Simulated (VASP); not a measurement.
Wanted: the native input for a VASP 6.6.1 run.

- Task: single point
- Functional: PBE
- Dispersion: D3(BJ)
- Potentials or basis: VASP PAW PBE potentials, release 64 (Pt, Se)
- Cutoff: 520 eV
- k mesh: 15 × 15 × 10
- Occupations: gaussian, width 0.1 eV
- Spin: no spin polarisation
- Dipole correction: no
- Further INCAR settings: ALGO = Normal; EDIFF = 1e-06; NBANDS = 18

The structure of PtSe2 lies in POSCAR:

```
PtSe2
1.0
    3.7600145642      0.0000000000      0.0000000000
   -1.8800072821      3.2562681312      0.0000000000
    0.0000000000      0.0000000000      4.7071270988
Pt Se
1 2
Direct
    0.0000000000      0.0000000000      0.0000000000
    0.3333333333      0.6666666667      0.2710309287
    0.6666666667      0.3333333333      0.7289690713
```

The input as run:

INCAR

```
PREC = Accurate
ENCUT = 520
EDIFF = 1E-6
ISMEAR = 0
SIGMA = 0.1
LREAL = False
LASPH = True
NELM = 100
ALGO = Normal
ISIF = 2
LWAVE = False
LCHARG = False
GGA = PE
IVDW = 12
NBANDS = 18
```

KPOINTS

```
regular mesh
0
Gamma
  15 15 10
```

Potentials or basis: VASP PAW PBE potentials, release 64 (Pt, Se).

Launch:

```bash
$ cat potpaw_PBE.64/Pt/POTCAR potpaw_PBE.64/Se/POTCAR > POTCAR
$ mpirun -np 1 vasp_std > vasp.out
```

Results of the run:

- Pressure: 2.0 GPa
- Band gap on the k mesh: zero (bands 11 and 12 overlap by 1.06 eV)
- Dispersion energy per atom: -0.506 eV

Caveat: spin-orbit coupling is left out, which moves the levels of the heavy elements.

Wall time 2.1 min on 1 thread of Intel(R) Xeon(R) Platinum 8375C CPU @ 2.90GHz (Ice Lake) (shared host), peak memory 0.37 GiB.
